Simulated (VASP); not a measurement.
A run of VASP 6.6.1 is set up as follows.

Contents of INCAR:

```
SYSTEM = TePb
PREC     = Accurate       ! precision mode
ENCUT    = 600            ! plane-wave cutoff, eV
EDIFF    = 1E-6           ! SCF threshold, eV
ISMEAR   = 0              ! smearing method
SIGMA    = 0.05           ! smearing width, eV
LREAL    = .FALSE.        ! projectors in reciprocal space
LASPH    = .TRUE.         ! aspherical terms in the spheres
NELM     = 60             ! most SCF steps
ALGO     = Normal         ! electronic algorithm
ISIF     = 4              ! what is computed and relaxed
LWAVE    = .FALSE.        ! write WAVECAR
LCHARG   = .FALSE.        ! write CHGCAR
GGA      = PE             ! functional
IBRION   = 2              ! ionic algorithm
NSW      = 60             ! ionic steps
EDIFFG   = -0.01          ! ionic threshold
```

File KPOINTS:

```
Automatic mesh
0
G
  10 10 8
  0 0 0
```

File POSCAR:

```
TePb
1.0
    4.3882173884      0.0000000000      0.0000000000
   -2.1941086942      3.8003077357      0.0000000000
    0.0000000000      0.0000000000      4.1467716151
Pb Te
1 1
Direct
    0.0000000000      0.0000000000      0.0000000000
    0.6666666667      0.3333333333      0.5000000000
```

Potentials or basis: VASP PAW PBE potentials, release 64 (Pb_d, Te).

Launch:

```console
$ cat potpaw_PBE.64/Pb_d/POTCAR potpaw_PBE.64/Te/POTCAR > POTCAR
$ mpirun -np 1 vasp_std > vasp.out
```

(1) What does it give for the band gap on the k mesh?

Answers

(1) zero (band 10 reaches 5.61 eV, above the bottom of band 11 at 4.94 eV).

Caveat: spin-orbit coupling is left out, which moves the levels of the heavy elements.
